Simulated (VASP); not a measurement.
Here is a VASP 6.6.1 calculation.

The input INCAR:

```
SYSTEM = Zn
  PREC = Accurate
  ENCUT = 520
  EDIFF = 1E-6
  ISMEAR = -1
  SIGMA = 0.08
  LREAL = .FALSE.
  LASPH = .TRUE.
  NELM = 80
  ALGO = Normal
  ISIF = 2
  LWAVE = .FALSE.
  LCHARG = .TRUE.
  LDIPOL = .TRUE.
  IDIPOL = 3
  DIPOL = 0.5 0.5 0.500
  GGA = PE
  LELF = .TRUE.
  LVHAR = .TRUE.
  LVACPOTAV = .TRUE.
  NBANDS = 45
```

Contents of KPOINTS:

```
regular mesh
0
G
  16 16 1
  0 0 0
```

POSCAR

```
Zn
1.0
    2.6356265364      0.0000000000      0.0000000000
   -1.3178132682      2.2825195354      0.0000000000
    0.0000000000      0.0000000000     28.7313000000
Zn
6
Direct
    0.8333333330      0.1666666670      0.2784412306
    0.1666666670      0.8333333330      0.3670647384
    0.8333333330      0.1666666670      0.4556882461
    0.1666666670      0.8333333330      0.5443117539
    0.8333333330      0.1666666670      0.6329352616
    0.1666666670      0.8333333330      0.7215587694
```

Potentials or basis: VASP PAW PBE potentials, release 64 (Zn).

Launch:

```sh
$ cat potpaw_PBE.64/Zn/POTCAR > POTCAR
$ mpirun -np 1 vasp_std > vasp.out
```

Q: Predict the band gap on the k mesh.

A: Zero (bands 36 and 37 overlap by 4.15 eV).

Q: Estimate the largest force.

A: 0.072 eV/Å.

Forces on the atoms (eV/Å):
```
Zn   0.000  0.000  0.014
Zn   0.000  0.000  0.072
Zn   0.000  0.000 -0.058
Zn   0.000  0.000  0.058
Zn   0.000  0.000 -0.072
Zn   0.000  0.000 -0.014
```
